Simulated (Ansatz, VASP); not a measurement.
**BP in VASP and in Ansatz**

POSCAR

```
BP
1.0
    0.0000000000      2.1352107495      2.5622528994
    2.1352107495      0.0000000000      2.5622528994
    2.1352107495      2.1352107495      0.0000000000
B P
1 1
Direct
    0.0000000000      0.0000000000      0.0000000000
    0.7500000000      0.7500000000      0.7500000000
```

INCAR.step1

```
SYSTEM = BP
  PREC = Accurate
  ENCUT = 520
  ISMEAR = 0
  SIGMA = 0.05
  LREAL = .FALSE.
  LASPH = .TRUE.
  NELM = 100
  NBANDS = 11
  GGA = PE
  ALGO = Normal
  EDIFF = 1E-4
  LWAVE = .TRUE.
  LCHARG = .FALSE.
```

The input INCAR.step2:

```
SYSTEM = BP
  PREC = Accurate
  ENCUT = 520
  EDIFF = 1E-6
  ISMEAR = 0
  SIGMA = 0.05
  LREAL = .FALSE.
  LASPH = .TRUE.
  NELM = 100
  ALGO = Normal
  ISIF = 2
  LWAVE = .FALSE.
  LCHARG = .TRUE.
  METAGGA = R2SCAN
  LMIXTAU = .TRUE.
  LELF = .TRUE.
  LVHAR = .TRUE.
  NBANDS = 11
  ISTART = 1
```

File KPOINTS:

```
Automatic mesh
0
G
  12 12 12
  0 0 0
```

Input for Ansatz:

```yaml
crystal:
  lattice:
    - [0.0, 2.1352107495, 2.5622528994]
    - [2.1352107495, 0.0, 2.5622528994]
    - [2.1352107495, 2.1352107495, 0.0]
  atoms:
    - { symbol: B, position: [0.0, 0.0, 0.0] }
    - { symbol: P, position: [0.75, 0.75, 0.75] }
basis:
  ecutwfc: 500
kpoints:
  mp_grid: { grid: [12, 12, 12] }
hamiltonian:
  xc: r2scan
scf:
  occupations: { method: gaussian, width: 0.05 }
output:
  forces: true
  stress: true
  eigenvalues: true
```

Alike in both runs: task single point; functional r2SCAN; k mesh 12 × 12 × 12; occupations gaussian, width 0.05 eV; no spin polarisation.

```csv
,VASP,Ansatz
version,VASP 6.6.1,Ansatz 0.2.0
potentials or method,"VASP PAW PBE potentials, release 64 (B, P), cutoff 520 eV","scalar-relativistic, plane waves, PAW"
valence electrons in the cell,8,8
```

VASP gave:

```
gap on the k mesh at the Fermi level (eV)                     : none
pressure (GPa)                                                : -0.7
traceless stress, the component that is largest in VASP (GPa) : -42.91
```

Q: Which values does Ansatz return?

A: gap on the k mesh at the Fermi level (eV): none; pressure (GPa): -0.2; traceless stress, the component that is largest in VASP (GPa): -42.70.

VASP's potentials were made for PBE, not for r2SCAN. A gap of «none» marks a metal or a gap that the smearing closes.
